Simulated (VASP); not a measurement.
Si, 2 atoms in the cell. It takes space group Fd-3m (No. 227, cubic). Conventional cell: a = 5.470 Å, b = 5.470 Å, c = 5.470 Å, α = 90.00°, β = 90.00°, γ = 90.00°. Within 3.1 Å of Si (site symmetry -43m) lie 4 Si at 2.37 Å. 

* Program: VASP 6.6.1
* Task: single point
* Functional: PBE
* Potentials or basis: VASP PAW PBE potentials, release 64 (Si)
* Cutoff: 520 eV
* k mesh: 8 × 8 × 8
* Occupations: gaussian, width 0.02 eV
* Spin: no spin polarisation
* Dipole correction: no
* Further INCAR settings: ALGO = Normal; EDIFF = 1e-06; NBANDS = 11

Potentials or basis: VASP PAW PBE potentials, release 64 (Si).

Command:

```console
$ cat potpaw_PBE.64/Si/POTCAR > POTCAR
$ mpirun -np 1 vasp_std > vasp.out
```

Hardware: 1 thread of Intel Xeon 8259CL (shared host).

Estimate the wall time of this run.

It took 19 s on 1 thread of Intel Xeon 8259CL (shared host), peak memory 0.16 GiB. Counts: scf iterations 11, k points 29.
